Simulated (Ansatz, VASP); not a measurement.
**Cu in VASP and in Ansatz**

INCAR

```
SYSTEM = Cu
ALGO = Fast
EDIFF = 1E-7
ENCUT = 520
GGA = PE
ISIF = 2
ISMEAR = 0
LASPH = .True.
LCHARG = .True.
LELF = .True.
LREAL = .False.
LVHAR = .True.
LWAVE = .False.
NBANDS = 12
NELM = 60
PREC = Accurate
SIGMA = 0.15
```

The input KPOINTS:

```
k-points
0
Gamma
  28 28 28
  0 0 0
```

Contents of POSCAR:

```
Cu
1.0
    0.0000000000      1.7695022750      1.8148741282
    1.7695022750      0.0000000000      1.8148741282
    1.7695022750      1.7695022750      0.0000000000
Cu
1
Direct
    0.0000000000      0.0000000000      0.0000000000
```

Input for Ansatz:

```yaml
crystal:
  lattice:
    - [0.0, 1.769502275, 1.8148741282]
    - [1.769502275, 0.0, 1.8148741282]
    - [1.769502275, 1.769502275, 0.0]
  atoms:
    - { symbol: Cu, position: [0.0, 0.0, 0.0] }
basis:
  ecutwfc: 420
kpoints:
  mp_grid: { grid: [28, 28, 28] }
hamiltonian:
  xc: pbe
scf:
  occupations: { method: gaussian, width: 0.15 }
output:
  forces: true
  stress: true
  eigenvalues: true
```

Change from the starting cell: strain -0.025 along x and y, +0.000 along z, atoms carried along.

Alike in both runs: task single point; functional PBE; k mesh 28 × 28 × 28; occupations gaussian, width 0.15 eV; no spin polarisation.

|  | VASP | Ansatz |
| --- | --- | --- |
| version | VASP 6.6.1 | Ansatz 0.2.0 |
| potentials or method | VASP PAW PBE potentials, release 64 (Cu), cutoff 520 eV | scalar-relativistic, plane waves, PAW |
| valence electrons in the cell | 11 | 19 |

```tsv
	VASP	Ansatz	Ansatz less VASP
gap on the k mesh at the Fermi level (eV)	none	none	-
pressure (GPa)	9.0	8.1	-0.92
traceless stress, the component that is largest in VASP (GPa)	-1.26	-1.26	-0.005
```

A gap of «none» marks a metal or a gap that the smearing closes. The functional is the same, so the differences come from potentials, cutoffs and numerics. VASP's potentials hold 11 valence electrons a cell and Ansatz's 19, so a difference there can come from the potentials and not from the codes.
